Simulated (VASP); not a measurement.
# Al (P6_3/mmc) in VASP: notebook, part 2 of 2

VASP 6.6.1. The steps go on from the part before.

### Step 3. Single point, PBEsol

This run uses another cell than the first one, of the same volume but with other edges.

INCAR reads:

```
PREC = Accurate
ENCUT = 520
EDIFF = 1E-6
ISMEAR = 0
SIGMA = 0.15
LREAL = F
LASPH = T
NELM = 60
ALGO = Fast
ISIF = 2
LWAVE = F
LCHARG = F
GGA = PS
NBANDS = 14
```

KPOINTS reads:

```
Automatic mesh
0
Gamma
  24 24 6
```

POSCAR reads:

```
Al
1.0
    2.6690458949      0.0000000000      0.0000000000
   -1.3345229475      2.3114615489      0.0000000000
    0.0000000000      0.0000000000     10.5269742060
Al
4
Direct
    0.0000000000      0.0000000000      0.0000000000
    0.3333333333      0.6666666667      0.2500000000
    0.0000000000      0.0000000000      0.5000000000
    0.6666666667      0.3333333333      0.7500000000
```

Potentials or basis: VASP PAW PBE potentials, release 64 (Al).

The run is started by

```sh
cat potpaw_PBE.64/Al/POTCAR > POTCAR
mpirun -np 1 vasp_std > vasp.out
```

OUTCAR:

```text
PREC = Accurate
   ENCUT = 520
   EDIFF = 1E-6
   ISMEAR = 0
   LREAL = F
   LASPH = T
   NELM = 60
   ISIF = 2
   GGA = PS

 ion  position               nearest neighbor table
   1  0.000  0.000  0.000-   2 3.05   4 3.05   4 3.05   2 3.05   4 3.05   2 3.05
   2  0.333  0.667  0.250-   1 3.05   3 3.05   1 3.05   3 3.05   1 3.05   3 3.05
   3  0.000  0.000  0.500-   2 3.05   4 3.05   4 3.05   2 3.05   4 3.05   2 3.05
   4  0.667  0.333  0.750-   1 3.05   3 3.05   1 3.05   3 3.05   1 3.05   3 3.05

[... 605 lines left out ...]
     14      15.0520      0.00000

 [... further k-points ...]
[... 5 lines left out ...]
  --------------------------------------------------------------------------------------
  -------------------------------------------------------------------------------------
  Total        3.8734664      3.8734664     -2.7202289     -0.0000000      0.0000000      0.0000000
  in kB       95.5573521     95.5573521    -67.1072983     -0.0000000      0.0000000      0.0000000
  external PRESSURE =      41.3358020 kB  Pullay stress =       0.0000000 kB

 VOLUME and BASIS-vectors are now :
 -----------------------------------------------------------------------------
  energy-cutoff  :      520.00
  volume of cell :       64.95
      direct lattice vectors                 reciprocal lattice vectors
     2.669045895  0.000000000  0.000000000     0.374665719  0.216313354  0.000000000
    -1.334522948  2.311461549  0.000000000     0.000000000  0.432626708  0.000000000
     0.000000000  0.000000000 10.526974206     0.000000000  0.000000000  0.094994058

 POSITION                                       TOTAL-FORCE (eV/Angst)
 -----------------------------------------------------------------------------------
      0.00000      0.00000      0.00000         0.000000      0.000000      0.000000
     -0.00000      1.54097      2.63174        -0.000000      0.000000     -0.000000
      0.00000      0.00000      5.26349         0.000000      0.000000      0.000000
      1.33452      0.77049      7.89523         0.000000      0.000000      0.000000
 -----------------------------------------------------------------------------------
    total drift:                               -0.000000      0.000000     -0.000000

  FREE ENERGIE OF THE ION-ELECTRON SYSTEM (eV)
  ---------------------------------------------------
  free  energy   TOTEN  =       -15.9475490249 eV

  energy  without entropy=      -15.9309721690  energy(sigma->0) =      -15.93926060
```

OSZICAR:

```text
N       E                     dE             d eps       ncg     rms          rms(c)
DAV:   1     0.560336608438E+01    0.56034E+01   -0.40994E+03  6840   0.654E+02
DAV:   2    -0.153536420697E+02   -0.20957E+02   -0.19368E+02  8858   0.904E+01
DAV:   3    -0.160795486519E+02   -0.72591E+00   -0.70822E+00  9308   0.134E+01
DAV:   4    -0.160859347965E+02   -0.63861E-02   -0.63724E-02  8076   0.144E+00
DAV:   5    -0.160860005452E+02   -0.65749E-04   -0.65747E-04  9348   0.161E-01    0.308E+00
RMM:   6    -0.160002709013E+02    0.85730E-01   -0.10694E-02  6870   0.476E-01    0.178E+00
RMM:   7    -0.159480846376E+02    0.52186E-01   -0.23929E-02  7440   0.718E-01    0.198E-01
RMM:   8    -0.159475422093E+02    0.54243E-03   -0.15399E-03  7700   0.242E-01    0.375E-02
RMM:   9    -0.159475491506E+02   -0.69413E-05   -0.30256E-04  8174   0.113E-01    0.484E-02
RMM:  10    -0.159475621811E+02   -0.13031E-04   -0.59815E-05  8122   0.499E-02    0.849E-02
RMM:  11    -0.159475488596E+02    0.13321E-04   -0.36771E-05  7844   0.337E-02    0.294E-02
RMM:  12    -0.159475490249E+02   -0.16524E-06   -0.60943E-06  8111   0.151E-02
   1 F= -.15947549E+02 E0= -.15939261E+02  d E =-.165769E-01
```

Wall time 76 s (1 thread of Intel Xeon 6975P-C (Granite Rapids), shared host); peak memory 0.28 GiB.

Results:

```
Free energy            : -15.9475 eV
Pressure               : 4.1 GPa
Band gap on the k mesh : zero (bands 6 and 7 overlap by 3.49 eV)
```

Stress tensor (GPa, compression positive):
```
 9.56  0.00  0.00
 0.00  9.56  0.00
 0.00  0.00 -6.71
```

Caveat: the cell stands under pressure; the PAW data sets were made with another functional, which shifts forces and pressure a little.

### Step 4. Single point, PBEsol

This run uses another cell than the first one, of the same volume but with other edges.

INCAR reads:

```
SYSTEM = Al
PREC = Accurate ; ENCUT = 520
EDIFF = 1E-6 ; ISMEAR = 0
SIGMA = 0.15 ; LREAL = .FALSE.
LASPH = .TRUE. ; NELM = 100
ALGO = Fast ; ISIF = 2
LWAVE = .FALSE. ; LCHARG = .FALSE.
GGA = PS ; NBANDS = 14
```

KPOINTS reads:

```
Automatic mesh
0
G
  24 24 6
  0 0 0
```

POSCAR reads:

```
Al
1.0
    2.9162215474      0.0000000000      0.0000000000
   -1.4581107737      2.5255219431      0.0000000000
    0.0000000000      0.0000000000      8.8180917450
Al
4
Direct
    0.0000000000      0.0000000000      0.0000000000
    0.3333333333      0.6666666667      0.2500000000
    0.0000000000      0.0000000000      0.5000000000
    0.6666666667      0.3333333333      0.7500000000
```

The run is started by

```sh
cat potpaw_PBE.64/Al/POTCAR > POTCAR
mpirun -np 1 vasp_std > vasp.out
```

It took 76 s on 1 thread of Intel Xeon 6975P-C (Granite Rapids), shared host; peak memory 0.3 GiB.

The run converged. Its results:

- Free energy: -16.2551 eV
- Pressure: 0.7 GPa
- Band gap on the k mesh: zero (bands 6 and 7 overlap by 6.86 eV)

Stress tensor (GPa, compression positive):
```
-1.25  0.00  0.00
 0.00 -1.25  0.00
 0.00  0.00  4.65
```

Levels at points of the mesh, in eV from the Fermi level:
```tsv
k point	band 4	band 5	band 6	band 7	band 8	band 9
(0.00, 0.00, 0.00)	-4.20	-3.44	4.95	4.98	9.55	9.55
(0.50, 0.00, 0.00)	-3.96	-3.55	-3.38	0.93	1.41	2.03
(0.00, 0.00, 0.50)	-7.04	0.22	0.22	9.89	9.89	9.89
(0.50, 0.00, 0.50)	-5.04	-1.81	-1.81	-1.12	-1.12	5.11
```

Caveat: the PAW data sets were made with another functional, which shifts forces and pressure a little.

### Step 5. Overview

| cell | further INCAR settings | gap on the mesh (eV) | pressure (GPa) |
| --- | --- | --- | --- |
| a = 2.994, b = 2.994, c = 8.365 Å, angles 90.0, 90.0, 120.0°, 4 atoms | ALGO = Fast; EDIFF = 1e-07; NBANDS = 14 | none | 2.5 |
| a = 2.669, b = 2.669, c = 10.527 Å, angles 90.0, 90.0, 120.0°, 4 atoms | ALGO = Fast; EDIFF = 1e-06; NBANDS = 14 | none | 4.1 |
| a = 2.916, b = 2.916, c = 8.818 Å, angles 90.0, 90.0, 120.0°, 4 atoms | ALGO = Fast; EDIFF = 1e-06; NBANDS = 14 | none | 0.7 |

Alike in all rows: task single point; level PBEsol; potentials or basis VASP PAW PBE potentials, release 64 (Al); no spin polarisation; k mesh 24 × 24 × 6; cutoff (eV) 520; smearing gaussian 0.15 eV.

Caveats: the PAW data sets were made with another functional, which shifts forces and pressure a little; the cell stands under pressure (at least some runs).

Total energies depend on the potentials used, so only differences within one code and one set of settings carry meaning.
